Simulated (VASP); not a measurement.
# Te2Mo in VASP: single point with PBE

Aim: the single point of Te2Mo with PBE.

All numbers are computed with VASP 6.6.1; they aren't measurements. Logs are shortened: lines on timing, memory, paths and dates and some standing lists are left out, and cuts for length are marked.

### Step 1. The cell of the first run

The typed cell holds 6 atoms: a = 3.505 Å, b = 3.505 Å, c = 13.752 Å, α = 90.00°, β = 90.00°, γ = 60.00°.

### Step 2. Single point, PBE

The input, INCAR:

```
  PREC = Accurate
  ENCUT = 520
  EDIFF = 1E-7
  ISMEAR = -1
  SIGMA = 0.1
  LREAL = F
  LASPH = T
  NELM = 80
  ALGO = Normal
  ISIF = 2
  LWAVE = F
  LCHARG = F
  GGA = PE
  NBANDS = 35
```

The input, KPOINTS:

```
Automatic mesh
0
Gamma
  6 6 2
```

The input, POSCAR:

```
Te2Mo
1.0
    1.7526120000      3.0356110000      0.0000000000
   -1.7526120000      3.0356110000      0.0000000000
    0.0000000000      0.0000000000     13.7522450000
Te Mo
4 2
Direct
    0.3333000000      0.3334000000      0.6250000000
    0.6666000000      0.6667000000      0.1250000000
    0.3333000000      0.3334000000      0.8750000000
    0.6667000000      0.6667000000      0.3750000000
    0.3333000000      0.3334000000      0.2500000000
    0.6666000000      0.6667000000      0.7500000000
```

Potentials or basis: VASP PAW PBE potentials, release 64 (Te, Mo_sv).

The run is started by

```console
$ cat potpaw_PBE.64/Te/POTCAR potpaw_PBE.64/Mo_sv/POTCAR > POTCAR
$ mpirun -np 1 vasp_std > vasp.out
```

OUTCAR:

```text
PREC = Accurate
   ENCUT = 520
   EDIFF = 1E-7
   ISMEAR = -1
   LREAL = F
   LASPH = T
   NELM = 80
   ISIF = 2
   GGA = PE

 ion  position               nearest neighbor table
   1  0.333  0.333  0.625-   6 2.66   6 2.66   6 2.66   3 3.44
   2  0.667  0.667  0.125-   5 2.66   5 2.66   5 2.66   4 3.44
   3  0.333  0.333  0.875-   6 2.66   6 2.66   6 2.66   1 3.44
   4  0.667  0.667  0.375-   5 2.66   5 2.66   5 2.66   2 3.44
   5  0.333  0.333  0.250-   2 2.66   4 2.66   4 2.66   2 2.66   2 2.66   4 2.66
   6  0.667  0.667  0.750-   1 2.66   3 2.66   1 2.66   3 2.66   1 2.66   3 2.66

  LATTYP: Found a hexagonal cell.
 ALAT       =     3.5052222420
 C/A-ratio  =     3.9233589343

  Lattice vectors:

 A1 = (   1.7526120000,  -3.0356110000,   0.0000000000)
 A2 = (   1.7526120000,   3.0356110000,   0.0000000000)
 A3 = (   0.0000000000,   0.0000000000,  13.7522450000)

Analysis of symmetry for initial positions (statically):
=====================================================================
 Subroutine PRICEL returns:
 Original cell was already a primitive cell.

 Routine SETGRP: Setting up the symmetry group for a
 hexagonal supercell.

 Subroutine GETGRP returns: Found  1 space group operations
 (whereof  1 operations were pure point group operations)
 out of a pool of 24 trial point group operations.

The static configuration has the point symmetry C_1 .

Analysis of symmetry for dynamics (positions and initial velocities):
=====================================================================
 Subroutine PRICEL returns:
 Original cell was already a primitive cell.

 Routine SETGRP: Setting up the symmetry group for a
 hexagonal supercell.

 Subroutine GETGRP returns: Found  1 space group operations
 (whereof  1 operations were pure point group operations)
 out of a pool of 24 trial point group operations.

The dynamic configuration has the point symmetry C_1 .

 Subroutine INISYM returns: Found  1 space group operations
 (whereof  1 operations are pure point group operations),
 and found     1 'primitive' translations

----------------------------------------------------------------------------------------

                                     Primitive cell

  volume of cell :     146.3307

  direct lattice vectors                    reciprocal lattice vectors
     1.752612000  3.035611000  0.000000000     0.285288472  0.164711486  0.000000000
    -1.752612000  3.035611000  0.000000000    -0.285288472  0.164711486  0.000000000
     0.000000000  0.000000000 13.752245000     0.000000000  0.000000000  0.072715400

  length of vectors
     3.505222242  3.505222242 13.752245000     0.329422808  0.329422808  0.072715400

  position of ions in fractional coordinates (direct lattice)
     0.333300000  0.333400000  0.625000000
     0.666600000  0.666700000  0.125000000
     0.333300000  0.333400000  0.875000000
     0.666700000  0.666700000  0.375000000
     0.333300000  0.333400000  0.250000000
     0.666600000  0.666700000  0.750000000

  ion indices of the primitive-cell ions
   primitive index   ion index
                 1           1
                 2           2
                 3           3
                 4           4
                 5           5
                 6           6

----------------------------------------------------------------------------------------

 KPOINTS: Automatic mesh

Automatic generation of k-mesh.
 Grid dimensions read from file:
 generate k-points for:    6    6    2

 Generating k-lattice:

  Cartesian coordinates                     Fractional coordinates (reciprocal lattice)
     0.047548079  0.027451914  0.000000000     0.166666667  0.000000000  0.000000000
    -0.047548079  0.027451914  0.000000000     0.000000000  0.166666667  0.000000000
     0.000000000  0.000000000  0.036357700     0.000000000  0.000000000  0.500000000

  Length of vectors
     0.054903801  0.054903801  0.036357700

  Shift w.r.t. Gamma in fractional coordinates (k-lattice)
     0.000000000  0.000000000  0.000000000

 Subroutine IBZKPT returns following result:
 ===========================================

 Found     40 irreducible k-points:

 Following reciprocal coordinates:
            Coordinates               Weight
  0.000000  0.000000  0.000000      1.000000
  0.166667  0.000000  0.000000      2.000000
  0.166667  0.166667  0.000000      2.000000
  0.000000  0.166667  0.000000      2.000000
  0.333333 -0.000000  0.000000      2.000000
  0.333333  0.333333  0.000000      2.000000
[... 16 lines left out ...]
  0.166667  0.166667  0.500000      2.000000
  0.000000  0.166667  0.500000      2.000000
 [... further k-points ...]
   k-points           NKPTS =     40   k-points in BZ     NKDIM =     40   number of bands    NBANDS=     35
   number of dos      NEDOS =    301   number of ions     NIONS =      6
   total plane-waves  NPLWV =  84672
   dimension x,y,z NGX =    28 NGY =   28 NGZ =  108
   dimension x,y,z NGXF=    56 NGYF=   56 NGZF=  216
   ions per type =               4   2
   NGX,Y,Z   is equivalent  to a cutoff of  13.28, 13.28, 13.06 a.u.
   NGXF,Y,Z  is equivalent  to a cutoff of  26.56, 26.56, 26.11 a.u.
 SYSTEM =  unknown system
   PREC   = accura    normal or accurate (medium, high low for compatibility)
   ISTART =      0    job   : 0-new  1-cont  2-samecut
   ICHARG =      2    charge: 1-file 2-atom 10-const
   ISPIN  =      1    spin polarized calculation?
   LNONCOLLINEAR =      F non collinear calculations
   LSORBIT =      F    spin-orbit coupling
   LASPH  =      T    aspherical Exc in radial PAW
   ENCUT  =  520.0 eV  38.22 Ry    6.18 a.u.   6.52  6.52 25.57*2*pi/ulx,y,z
   NELM   =     80;   NELMIN=  2; NELMDL= -5     # of ELM steps
   EDIFF  = 0.1E-06   stopping-criterion for ELM
   LREAL  =      F    real-space projection
   EDIFFG = 0.1E-05   stopping-criterion for IOM
   NSW    =      0    number of steps for IOM
   IBRION =     -1    ionic relax: 0-MD 1-quasi-New 2-CG
   NFREE  =      0    steps in history (QN), initial steepest desc. (CG)
   ISIF   =      2    stress and relaxation
   ISYM   =      2    0-nonsym 1-usesym 2-fastsym
   POTIM  = 0.5000    time-step for ionic-motion
   TEBEG  =    0.0;   TEEND  =   0.0 temperature during run
   PSTRESS=    0.0 pullay stress
   NELECT =      52.0000    total number of electrons
   NUPDOWN=      -1.0000    fix difference up-down
   EMIN   =  10.00;   EMAX   =-10.00  energy-range for DOS
   EFERMI =   0.00;   METHOD = LEGACY
   ISMEAR =    -1;   SIGMA  =   0.10  broadening in eV -4-tet -1-fermi 0-gaus
   EFERMI_NEDOS =   21; number of points for ismear=-14 and -15
   IALGO  =     38    algorithm
   IMIX   =      4    mixing-type and parameters
     AMIX     =   0.40;   BMIX     =  1.00
     AMIX_MAG =   1.60;   BMIX_MAG =  1.00
  volume/ion in A,a.u.               =      24.39       164.58
  Fermi-wavevector in a.u.,A,eV,Ry     =   1.159571  2.191272 18.294469  1.344606
  Thomas-Fermi vector in A             =   2.296162
   LORBIT       =      0    0 simple, 1 ext, 2 COOP (PROOUT), +10 PAW based schemes
   GGA     = PE    functional components
   LHFCALC =     F    Hartree Fock is set to
   AEXX    =    0.0000 exact exchange contribution
   IVDW    =     0    specifies the selected vdW correction
   LEPSILON=     F    determine dielectric tensor
   LRPA    =     F    only Hartree local field effects (RPA)
 non-spin polarized calculation
  energy-cutoff  :      520.00
  volume of cell :      146.33
 maximum number of plane-waves:      4000
 NGX is ok and might be reduce to    28
   NGX = 13   NGY = 13   NGZ = 51

 number of electron      52.0000000 magnetization

 Free energy of the ion-electron system (eV)
  ---------------------------------------------------
  ext. energy  EPLUGINS =         0.00000000
  ---------------------------------------------------
  free energy    TOTEN  =       -35.63444446 eV

  energy without entropy =      -35.62783677  energy(sigma->0) =      -35.63114062

 E-fermi :   8.8580     XC(G=0): -10.5011

 val. band max:        8.6194392951   @ k =   0.0000   0.0000   0.0000
 cond. band min:       9.2283141853   @ k =  -0.3333   0.3333   0.0000
 fundamental gap:      0.6088748902
 Fermi energy:         8.8579529563

 k-point     1 :       0.0000    0.0000    0.0000
  band No.  band energies     occupation
      1     -52.3268      2.00000
      2     -52.3268      2.00000
      3     -26.5188      2.00000
      4     -26.5188      2.00000
      5     -26.4116      2.00000
      6     -26.4116      2.00000
[... 27 lines left out ...]
     34      12.0528      0.00000
     35      14.2489      0.00000

 k-point     2 :       0.1667    0.0000    0.0000
  band No.  band energies     occupation
      1     -52.3240      2.00000
      2     -52.3240      2.00000
      3     -26.5101      2.00000
      4     -26.5100      2.00000
      5     -26.4485      2.00000
      6     -26.4485      2.00000
[... 27 lines left out ...]
     34      12.0008      0.00000
     35      15.0895      0.00000

 k-point     3 :       0.1667    0.1667    0.0000
  band No.  band energies     occupation
      1     -52.3240      2.00000
      2     -52.3240      2.00000
      3     -26.5100      2.00000
      4     -26.5100      2.00000
      5     -26.4485      2.00000
      6     -26.4485      2.00000
[... 27 lines left out ...]
     34      12.0004      0.00000
     35      15.0895      0.00000

 k-point     4 :       0.0000    0.1667    0.0000
  band No.  band energies     occupation
      1     -52.3240      2.00000
      2     -52.3240      2.00000
      3     -26.5101      2.00000
      4     -26.5100      2.00000
      5     -26.4485      2.00000
      6     -26.4485      2.00000
[... 27 lines left out ...]
     34      12.0010      0.00000
     35      15.0895      0.00000

 k-point     5 :       0.3333   -0.0000    0.0000
  band No.  band energies     occupation
      1     -52.3184      2.00000
      2     -52.3184      2.00000
      3     -26.5216      2.00000
      4     -26.5215      2.00000
      5     -26.4925      2.00000
      6     -26.4925      2.00000
[... 638 lines left out ...]
 k-point    22 :       0.1667    0.0000    0.5000
  band No.  band energies     occupation
      1     -52.3240      2.00000
      2     -52.3240      2.00000
      3     -26.5100      2.00000
      4     -26.5100      2.00000
      5     -26.4485      2.00000
      6     -26.4485      2.00000
[... 27 lines left out ...]
     34      11.8852      0.00000
     35      15.3801      0.00000

 k-point    23 :       0.1667    0.1667    0.5000
  band No.  band energies     occupation
      1     -52.3240      2.00000
      2     -52.3240      2.00000
      3     -26.5100      2.00000
      4     -26.5100      2.00000
      5     -26.4485      2.00000
      6     -26.4485      2.00000
[... 27 lines left out ...]
     34      11.8848      0.00000
     35      15.3800      0.00000

 k-point    24 :       0.0000    0.1667    0.5000
  band No.  band energies     occupation
      1     -52.3240      2.00000
      2     -52.3240      2.00000
      3     -26.5100      2.00000
      4     -26.5100      2.00000
      5     -26.4485      2.00000
      6     -26.4485      2.00000
[... 27 lines left out ...]
     34      11.8852      0.00000
     35      15.3802      0.00000

 [... further k-points ...]
[... 5 lines left out ...]
  --------------------------------------------------------------------------------------
  -------------------------------------------------------------------------------------
  Total        6.8915389      6.8970025     12.6361467      0.0009478     -0.0040105     -0.0023152
  in kB       75.4555687     75.5153904    138.3533709      0.0103777     -0.0439114     -0.0253488
  external PRESSURE =      96.4414433 kB  Pullay stress =       0.0000000 kB

 VOLUME and BASIS-vectors are now :
 -----------------------------------------------------------------------------
  energy-cutoff  :      520.00
  volume of cell :      146.33
      direct lattice vectors                 reciprocal lattice vectors
     1.752612000  3.035611000  0.000000000     0.285288472  0.164711486  0.000000000
    -1.752612000  3.035611000  0.000000000    -0.285288472  0.164711486  0.000000000
     0.000000000  0.000000000 13.752245000     0.000000000  0.000000000  0.072715400

 POSITION                                       TOTAL-FORCE (eV/Angst)
 -----------------------------------------------------------------------------------
     -0.00018      2.02384      8.59515         0.000014     -0.001750     -1.597330
     -0.00018      4.04738      1.71903        -0.000057      0.001676     -1.597331
     -0.00018      2.02384     12.03321        -0.000003     -0.001779      1.597331
      0.00000      4.04768      5.15709        -0.001484     -0.000796      1.597330
     -0.00018      2.02384      3.43806         0.001522     -0.000900      0.000000
     -0.00018      4.04738     10.31418         0.000008      0.003549     -0.000001
 -----------------------------------------------------------------------------------
    total drift:                               -0.000003      0.000001      0.000000

  FREE ENERGIE OF THE ION-ELECTRON SYSTEM (eV)
  ---------------------------------------------------
  free  energy   TOTEN  =       -35.6344444640 eV

  energy  without entropy=      -35.6278367709  energy(sigma->0) =      -35.63114062
```

It took 3.5 min on 1 thread of Intel Xeon Platinum 8488C (Sapphire Rapids), shared host; peak memory 0.35 GiB.

What came out:

| Property | Result |
| --- | --- |
| Free energy | -35.6344 eV |
| Pressure | 9.6 GPa |
| Largest force | 1.597 eV/Å |
| Band gap on the k mesh | 0.61 eV (least direct gap 0.97 eV) |

Forces on the atoms (eV/Å):
```
Te   0.000 -0.002 -1.597
Te   0.000  0.002 -1.597
Te   0.000 -0.002  1.597
Te  -0.001 -0.001  1.597
Mo   0.002 -0.001  0.000
Mo   0.000  0.004  0.000
```

Caveat: the cell stands under pressure; spin-orbit coupling is left out, which moves the levels of the heavy elements; forces of over 1 eV/Å act on the atoms, so gaps and moduli don't describe the material at rest.
